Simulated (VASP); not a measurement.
# Ta (Im-3m) in VASP: notebook

Runs on Ta. Level: PBEsol+D3(BJ). Tasks: single point, relaxation of cell and atoms.

Everything below comes from runs of VASP 6.6.1. Logs are shortened: lines on timing, memory, paths and dates and some standing lists are left out, and cuts for length are marked.

**1. The cell of the first run**

Symmetry: Im-3m, No. 229, cubic system. The conventional cell has a = 3.238 Å, b = 3.238 Å, c = 3.238 Å, α = 90.00°, β = 90.00°, γ = 90.00°. Within 3.7 Å of Ta (site symmetry m-3m) lie 14 Ta at 2.80 to 3.24 Å.

**2. Single point, PBEsol+D3(BJ)**

Contents of INCAR:

```
SYSTEM = Ta
PREC     = Accurate       ! precision mode
ENCUT    = 500            ! plane-wave cutoff, eV
EDIFF    = 1E-6           ! SCF threshold, eV
ISMEAR   = 0              ! smearing method
SIGMA    = 0.1            ! smearing width, eV
LREAL    = .False.        ! projectors in reciprocal space
LASPH    = .True.         ! aspherical terms in the spheres
NELM     = 120            ! most SCF steps
ALGO     = Normal         ! electronic algorithm
ISIF     = 2              ! what is computed and relaxed
LWAVE    = .False.        ! write WAVECAR
LCHARG   = .False.        ! write CHGCAR
GGA      = PS             ! functional
IVDW     = 12             ! dispersion correction
NBANDS   = 12             ! bands
GGA_COMPAT= .False.
```

Contents of KPOINTS:

```
Automatic mesh
0
Gamma
  8 8 8
  0 0 0
```

Contents of POSCAR:

```
Ta
1.0
   -1.6188802514      1.6188802514      1.6188802514
    1.6188802514     -1.6188802514      1.6188802514
    1.6188802514      1.6188802514     -1.6188802514
Ta
1
Direct
    0.0000000000      0.0000000000      0.0000000000
```

Potentials or basis: VASP PAW PBE potentials, release 64 (Ta_pv).

Started as:

```bash
cat potpaw_PBE.64/Ta_pv/POTCAR > POTCAR
mpirun -np 1 vasp_std > vasp.out
```

OUTCAR:

```text
SYSTEM = Ta
   PREC = Accurate
   ENCUT = 500
   EDIFF = 1E-6
   ISMEAR = 0
   LREAL = .False.
   LASPH = .True.
   NELM = 120
   ISIF = 2
   GGA = PS
   IVDW = 12
 IVDW          = 12

 ion  position               nearest neighbor table
   1  0.000  0.000  0.000-

  LATTYP: Found a body centered cubic cell.
 ALAT       =     3.2377605028

  Lattice vectors:

 A1 = (  -1.6188802514,   1.6188802514,   1.6188802514)
 A2 = (   1.6188802514,  -1.6188802514,   1.6188802514)
 A3 = (   1.6188802514,   1.6188802514,  -1.6188802514)

Analysis of symmetry for initial positions (statically):
=====================================================================
 Subroutine PRICEL returns:
 Original cell was already a primitive cell.

 Routine SETGRP: Setting up the symmetry group for a
 body centered cubic supercell.

 Subroutine GETGRP returns: Found 48 space group operations
 (whereof 48 operations were pure point group operations)
 out of a pool of 48 trial point group operations.

The static configuration has the point symmetry O_h .

Analysis of symmetry for dynamics (positions and initial velocities):
=====================================================================
 Subroutine PRICEL returns:
 Original cell was already a primitive cell.

 Routine SETGRP: Setting up the symmetry group for a
 body centered cubic supercell.

 Subroutine GETGRP returns: Found 48 space group operations
 (whereof 48 operations were pure point group operations)
 out of a pool of 48 trial point group operations.

The dynamic configuration has the point symmetry O_h .

 Subroutine INISYM returns: Found 48 space group operations
 (whereof 48 operations are pure point group operations),
 and found     1 'primitive' translations

----------------------------------------------------------------------------------------

                                     Primitive cell

  volume of cell :      16.9709

  direct lattice vectors                    reciprocal lattice vectors
    -1.618880251  1.618880251  1.618880251     0.000000000  0.308855457  0.308855457
     1.618880251 -1.618880251  1.618880251     0.308855457  0.000000000  0.308855457
     1.618880251  1.618880251 -1.618880251     0.308855457  0.308855457  0.000000000

  length of vectors
     2.803982847  2.803982847  2.803982847     0.436787576  0.436787576  0.436787576

  position of ions in fractional coordinates (direct lattice)
     0.000000000  0.000000000  0.000000000

  ion indices of the primitive-cell ions
   primitive index   ion index
                 1           1
[... 73 lines left out ...]
   LREAL  =      F    real-space projection
[... 7 lines left out ...]
   TEBEG  =    0.0;   TEEND  =   0.0 temperature during run
   PSTRESS=    0.0 pullay stress
   NELECT =      11.0000    total number of electrons
   NUPDOWN=      -1.0000    fix difference up-down
   EMIN   =  10.00;   EMAX   =-10.00  energy-range for DOS
   EFERMI =   0.00;   METHOD = LEGACY
   ISMEAR =     0;   SIGMA  =   0.10  broadening in eV -4-tet -1-fermi 0-gaus
   EFERMI_NEDOS =   21; number of points for ismear=-14 and -15
   IALGO  =     38    algorithm
   IMIX   =      4    mixing-type and parameters
     AMIX     =   0.40;   BMIX     =  1.00
     AMIX_MAG =   1.60;   BMIX_MAG =  1.00
  volume/ion in A,a.u.               =      16.97       114.53
  Fermi-wavevector in a.u.,A,eV,Ry     =   1.416786  2.677338 27.310747  2.007283
  Thomas-Fermi vector in A             =   2.538084
   LORBIT       =      0    0 simple, 1 ext, 2 COOP (PROOUT), +10 PAW based schemes
   GGA     = PS    functional components
   LHFCALC =     F    Hartree Fock is set to
   AEXX    =    0.0000 exact exchange contribution
   IVDW    =    12    specifies the selected vdW correction
   LEPSILON=     F    determine dielectric tensor
   LRPA    =     F    only Hartree local field effects (RPA)
 non-spin polarized calculation
 Gauss-broadening in eV      SIGMA  =   0.10
  energy-cutoff  :      500.00
  volume of cell :       16.97
 maximum number of plane-waves:       456
   NGX = 11   NGY = 11   NGZ = 11

 number of electron      10.9999999 magnetization

 Free energy of the ion-electron system (eV)
  ---------------------------------------------------
  ext. energy  EPLUGINS =         0.00000000
  ---------------------------------------------------
  free energy    TOTEN  =       -12.57034903 eV

  energy without entropy =      -12.56708852  energy(sigma->0) =      -12.56871877

 E-fermi :   5.7591     XC(G=0): -13.0343

 val. band max:        5.6824449771   @ k =   0.2500   0.0000   0.0000
 cond. band min:       5.7982814846   @ k =  -0.2500   0.2500   0.1250
 fundamental gap:      0.1158365075
 Fermi energy:         5.7591284115

 k-point     1 :       0.0000    0.0000    0.0000
  band No.  band energies     occupation
      1     -26.9654      2.00000
      2     -26.9654      2.00000
      3     -26.9654      2.00000
      4      -2.3452      2.00000
      5       6.5306      0.00000
      6       6.5306      0.00000
      7       6.5306      0.00000
      8      10.0168      0.00000
      9      10.0168      0.00000
     10      21.1316      0.00000
     11      21.1316      0.00000
     12      21.1316      0.00000
[... 331 lines left out ...]
 k-point    24 :      -0.3750    0.3750    0.2500
  band No.  band energies     occupation
      1     -28.0356      2.00000
      2     -27.6259      2.00000
      3     -27.4985      2.00000
      4       2.8519      2.00000
      5       3.6206      2.00000
      6       7.1274      0.00000
      7       7.8683      0.00000
      8      11.6113      0.00000
      9      11.7805      0.00000
     10      20.5615      0.00000
     11      20.8637      0.00000
     12      23.1657      0.00000

 [... further k-points ...]

------------------------ aborting loop because EDIFF is reached ----------------------------------------

 Edisp (eV)   -0.77292

 E8    (eV) :    -0.5744

  FORCE on cell =-STRESS in cart. coord.  units (eV):
  Direction    XX          YY          ZZ          XY          YZ          ZX
  --------------------------------------------------------------------------------------
  -------------------------------------------------------------------------------------
  Total       0.03864     0.03864     0.03864    -0.00000    -0.00000    -0.00000
  in kB       3.64749     3.64749     3.64749    -0.00000    -0.00000    -0.00000
  external pressure =        3.65 kB  Pullay stress =        0.00 kB

 VOLUME and BASIS-vectors are now :
 -----------------------------------------------------------------------------
  energy-cutoff  :      500.00
  volume of cell :       16.97
      direct lattice vectors                 reciprocal lattice vectors
    -1.618880251  1.618880251  1.618880251     0.000000000  0.308855457  0.308855457
     1.618880251 -1.618880251  1.618880251     0.308855457  0.000000000  0.308855457
     1.618880251  1.618880251 -1.618880251     0.308855457  0.308855457  0.000000000

 POSITION                                       TOTAL-FORCE (eV/Angst)
 -----------------------------------------------------------------------------------
      0.00000      0.00000      0.00000         0.000000      0.000000     -0.000000
 -----------------------------------------------------------------------------------
    total drift:                                0.000000     -0.000000      0.000000

  FREE ENERGIE OF THE ION-ELECTRON SYSTEM (eV)
  ---------------------------------------------------
  free  energy   TOTEN  =       -13.3432729462 eV

  energy  without entropy=      -13.3400124283  energy(sigma->0) =      -13.34164269
```

OSZICAR:

```text
N       E                     dE             d eps       ncg     rms          rms(c)
DAV:   1     0.608382847019E+02    0.60838E+02   -0.59242E+03   696   0.854E+02
DAV:   2    -0.119297313183E+02   -0.72768E+02   -0.71176E+02   784   0.250E+02
DAV:   3    -0.130198935189E+02   -0.10902E+01   -0.10849E+01   812   0.277E+01
DAV:   4    -0.130226687529E+02   -0.27752E-02   -0.27751E-02   772   0.158E+00
DAV:   5    -0.130226755540E+02   -0.68011E-05   -0.68011E-05   836   0.766E-02    0.155E+01
DAV:   6    -0.126820078941E+02    0.34067E+00   -0.26393E-01   812   0.544E+00    0.771E+00
DAV:   7    -0.125723588158E+02    0.10965E+00   -0.25201E-01   764   0.491E+00    0.352E-01
DAV:   8    -0.125703782179E+02    0.19806E-02   -0.32929E-03   748   0.656E-01    0.106E-01
DAV:   9    -0.125703512888E+02    0.26929E-04   -0.76302E-05   804   0.943E-02    0.255E-02
DAV:  10    -0.125703491335E+02    0.21553E-05   -0.44555E-06   764   0.225E-02    0.430E-03
DAV:  11    -0.125703490339E+02    0.99623E-07   -0.14511E-07   380   0.433E-03
   1 F= -.13343273E+02 E0= -.13341643E+02  d E =-.326052E-02
```

Wall time 2.7 s (1 thread of Intel Xeon 6975P-C (Granite Rapids), shared host); peak memory 0.13 GiB.

What came out:

```
Free energy                : -13.3433 eV
Pressure                   : 0.4 GPa
Band gap on the k mesh     : zero (an odd number of electrons rules out a gap without spin polarisation)
Dispersion energy per atom : -0.773 eV
```

Levels at points of the mesh, in eV from the Fermi level:
```
           k point  band 3  band 4  band 5  band 6  band 7  band 8
(0.00, 0.00, 0.00)  -32.72   -8.10    0.77    0.77    0.77    4.26
(0.50, 0.00, 0.00)  -32.74   -4.61   -1.68    1.96    4.18    5.28
(0.50, 0.50, 0.50)  -33.71   -4.13   -4.13    7.40    7.40    7.40
```

Caveat: the PAW data sets were made with another functional, which shifts forces and pressure a little; spin-orbit coupling is left out, which moves the levels of the heavy elements.

**3. Relaxation of cell and atoms, PBEsol+D3(BJ)**

This run uses another cell than the first one, of 17.64 Å³/atom.

Contents of INCAR:

```
ALGO = Normal
EDIFF = 1E-7
EDIFFG = -0.05
ENCUT = 500
GGA = PS
GGA_COMPAT = F
IBRION = 2
ISIF = 3
ISMEAR = 0
IVDW = 12
LASPH = T
LCHARG = F
LREAL = F
LWAVE = F
NELM = 120
NELMIN = 4
NSW = 100
PREC = Accurate
SIGMA = 0.1
```

Contents of KPOINTS:

```
k-points
0
Gamma
  8 8 8
```

Contents of POSCAR:

```
Ta
1.0
   -1.6400000000      1.6400000000      1.6400000000
    1.6400000000     -1.6400000000      1.6400000000
    1.6400000000      1.6400000000     -1.6400000000
Ta
1
Direct
    0.0000000000      0.0000000000      0.0000000000
```

Potentials or basis: VASP PAW PBE potentials, release 64 (Ta_pv).

Started as:

```bash
cat potpaw_PBE.64/Ta_pv/POTCAR > POTCAR
mpirun -np 1 vasp_std > vasp.out
```

It took 7.2 s on 1 thread of Intel Xeon 6975P-C (Granite Rapids), shared host; peak memory 0.16 GiB.

Results (log left out):

* Free energy: -13.3435 eV
* Relaxed volume: 17.02 Å³/atom
* Relaxed cell: a = 2.807 Å, b = 2.807 Å, c = 2.807 Å, α = 109.47°, β = 109.47°, γ = 109.47°
* Space group after relaxing (to 0.1 Å): Im-3m (No. 229)
* Energy gained by relaxing: 17.2 meV/atom
* Ionic steps: 3
* Pressure after relaxing: -0.4 GPa
* Band gap on the k mesh: zero (an odd number of electrons rules out a gap without spin polarisation)
* Dispersion energy per atom: -0.771 eV

Step by step:
```
step  energy change (eV)  largest force (eV/Å)  pressure (GPa)  volume (Å³)
   1              0.0000                0.0000           -8.23        17.64
   2              0.1090                0.0000           27.81        15.43
   3             -0.0172                0.0000           -0.38        17.02
```

Final structure:
```yaml
crystal:
  lattice:
    - [-1.62056, 1.62056, 1.62056]
    - [1.62056, -1.62056, 1.62056]
    - [1.62056, 1.62056, -1.62056]
  atoms:
    - { symbol: Ta, position: [0.00000, 0.00000, 0.00000] }
```

Levels at points of the mesh, in eV from the Fermi level:
```tsv
k point	band 2	band 3	band 4	band 5	band 6	band 7	band 8	band 9
(0.00, 0.00, 0.00)	-32.74	-32.74	-8.10	0.77	0.77	0.77	4.24	4.24
(0.50, 0.00, 0.00)	-33.19	-32.75	-4.60	-1.68	1.94	4.16	5.26	8.43
(0.50, 0.50, 0.50)	-33.72	-33.72	-4.11	-4.11	7.37	7.37	7.37	9.25
```

Caveat: the PAW data sets were made with another functional, which shifts forces and pressure a little; spin-orbit coupling is left out, which moves the levels of the heavy elements.

**4. Single point, PBEsol+D3(BJ)**

This run uses another cell than the first one, of 17.08 Å³/atom.

Contents of INCAR:

```
SYSTEM = Ta
PREC = Accurate
ENCUT = 500
EDIFF = 1E-6
ISMEAR = 0
SIGMA = 0.1
LREAL = .False.
LASPH = .True.
NELM = 120
ALGO = Normal
ISIF = 2
LWAVE = .False.
LCHARG = .False.
GGA = PS
IVDW = 12
NBANDS = 12
GGA_COMPAT = .False.
```

Contents of KPOINTS:

```
Automatic mesh
0
Gamma
  18 18 18
  0 0 0
```

Contents of POSCAR:

```
Ta
1.0
   -1.6224131051      1.6224131051      1.6224131051
    1.6224131051     -1.6224131051      1.6224131051
    1.6224131051      1.6224131051     -1.6224131051
Ta
1
Direct
    0.0000000000      0.0000000000      0.0000000000
```

Started as:

```bash
cat potpaw_PBE.64/Ta_pv/POTCAR > POTCAR
mpirun -np 1 vasp_std > vasp.out
```

It took 10 s on 1 thread of Intel Xeon 6975P-C (Granite Rapids), shared host; peak memory 0.15 GiB.

It converged, with:

```
Free energy                : -13.3096 eV
Pressure                   : 0.3 GPa
Band gap on the k mesh     : zero (an odd number of electrons rules out a gap without spin polarisation)
Dispersion energy per atom : -0.768 eV
```

Levels at points of the mesh, in eV from the Fermi level:
| k point | band 1 | band 2 | band 3 | band 4 | band 5 | band 6 | band 7 | band 8 | band 9 | band 10 |
| --- | --- | --- | --- | --- | --- | --- | --- | --- | --- | --- |
| (0.00, 0.00, 0.00) | -32.81 | -32.81 | -32.81 | -8.13 | 0.72 | 0.72 | 0.72 | 4.18 | 4.18 | 14.85 |
| (0.50, 0.00, 0.00) | -34.21 | -33.26 | -32.82 | -4.64 | -1.72 | 1.87 | 4.10 | 5.19 | 8.34 | 12.21 |
| (0.50, 0.50, 0.50) | -33.78 | -33.78 | -33.78 | -4.14 | -4.14 | 7.29 | 7.29 | 7.29 | 9.16 | 9.16 |

Caveat: the PAW data sets were made with another functional, which shifts forces and pressure a little; spin-orbit coupling is left out, which moves the levels of the heavy elements.

[end of part 1 of 2]
